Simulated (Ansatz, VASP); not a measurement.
**One calculation of Br, two programs**

Contents of INCAR:

```
SYSTEM = Br
  PREC = Accurate
  ENCUT = 600
  EDIFF = 1E-6
  ISMEAR = 0
  SIGMA = 0.1
  LREAL = .FALSE.
  LASPH = .TRUE.
  NELM = 100
  ALGO = Normal
  ISIF = 3
  LWAVE = .FALSE.
  LCHARG = .FALSE.
  GGA = PS
  IBRION = 2
  NSW = 100
  EDIFFG = -0.01
```

Contents of KPOINTS:

```
regular mesh
0
G
  18 18 22
  0 0 0
```

The input POSCAR:

```
Br
1.0
    3.7546057986      0.0000000000      0.0000000000
   -1.8773028993      3.2515840028      0.0000000000
    0.0000000000      0.0000000000      2.5406543815
Br
1
Direct
    0.0000000000      0.0000000000      0.0000000000
```

Input for Ansatz:

```yaml
crystal:
  lattice:
    - [3.7546057986, 0.0, 0.0]
    - [-1.8773028993, 3.2515840028, 0.0]
    - [0.0, 0.0, 2.5406543815]
  atoms:
    - { symbol: Br, position: [0.0, 0.0, 0.0] }
basis:
  ecutwfc: 420
kpoints:
  mp_grid: { grid: [18, 18, 22] }
hamiltonian:
  xc: pbesol
scf:
  occupations: { method: gaussian, width: 0.1 }
output:
  forces: true
  stress: true
  eigenvalues: true
relax:
  adjacent_minimum: "off"
  f_tol: 0.01
  max_steps: 80
  cell: { stress_tol: 0.05 }
```

Alike in both runs: task relaxation of cell and atoms; functional PBEsol; k mesh 18 × 18 × 22; occupations gaussian, width 0.1 eV; no spin polarisation.

|  | VASP | Ansatz |
| --- | --- | --- |
| version | VASP 6.6.1 | Ansatz 0.2.0 |
| potentials or method | VASP PAW PBE potentials, release 64 (Br), cutoff 600 eV | scalar-relativistic, plane waves, PAW |
| valence electrons in the cell | 7 | 7 |

VASP gave:

* gap on the k mesh at the Fermi level, each at its own relaxed structure (eV): none
* relaxed volume (Å³/atom): 31.94
* relaxed cell length with the largest relative difference (Å): 2.531

Estimate Ansatz's values.

gap on the k mesh at the Fermi level, each at its own relaxed structure (eV): none; relaxed volume (Å³/atom): 31.93; relaxed cell length with the largest relative difference (Å): 2.530.

VASP's potentials were made for PBE, not for PBEsol. A gap of «none» marks a metal or a gap that the smearing closes.
